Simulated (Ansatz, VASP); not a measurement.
One calculation of Cd, two programs

```xyz
1
Lattice="0.0194 2.2181 2.2181 2.2376 0.0000 2.2376 2.2181 2.2181 0.0194" Properties=species:S:1:pos:R:3 pbc="T T T"
Cd    0.0000    0.0000    0.0000
```

Change from the starting cell: strain +0.0175 x Voigt [0, 0, 0, 0, 1, 0], atoms carried along.

Alike in both runs: task single point; functional PBE; k mesh 18 × 18 × 18; occupations gaussian, width 0.15 eV; no spin polarisation.

```csv
,VASP,Ansatz
version,VASP 6.6.1,Ansatz 0.2.0
potentials or method,"VASP PAW PBE potentials, release 64 (Cd), cutoff 520 eV","scalar-relativistic, plane waves, PAW"
valence electrons in the cell,12,20
```

Ansatz gave:

| Item | Value |
| --- | --- |
| gap on the k mesh at the Fermi level (eV) | none |
| pressure (GPa) | 2.2 |

Question: Which values does VASP return?

Answer: gap on the k mesh at the Fermi level (eV): none; pressure (GPa): 2.5.

A gap of «none» marks a metal or a gap that the smearing closes. The functional is the same, so the differences come from potentials, cutoffs and numerics. VASP's potentials hold 12 valence electrons a cell and Ansatz's 20, so a difference there can come from the potentials and not from the codes.
